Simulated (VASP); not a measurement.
Here is a VASP 6.6.1 calculation.

The input INCAR:

```
PREC = Accurate
ENCUT = 520
EDIFF = 1E-7
ISMEAR = -1
SIGMA = 0.05
LREAL = False
LASPH = True
NELM = 80
ALGO = Normal
ISIF = 2
LWAVE = False
LCHARG = True
LELF = True
LVHAR = True
NBANDS = 20
```

The input KPOINTS:

```
regular mesh
0
Gamma
  14 14 8
```

File POSCAR:

```
In
1.0
    3.1505746814      0.0000000000      0.0000000000
   -1.5752873407      2.7284777106      0.0000000000
    0.0000000000      0.0000000000      5.3046835274
In
2
Direct
    0.3333333333      0.6666666667      0.2500000000
    0.6666666667      0.3333333333      0.7500000000
```

Potentials or basis: VASP PAW LDA potentials, release 64 (In_d).

Launch:

```sh
$ cat potpaw_LDA.64/In_d/POTCAR > POTCAR
$ mpirun -np 1 vasp_std > vasp.out
```

(1) What does it give for the band gap on the k mesh?

(2) What does it give for the pressure?

## Answers

(1) zero (bands 13 and 14 overlap by 6.95 eV).

(2) 5.1 GPa.

Caveat: the cell stands under pressure; spin-orbit coupling is left out, which moves the levels of the heavy elements.
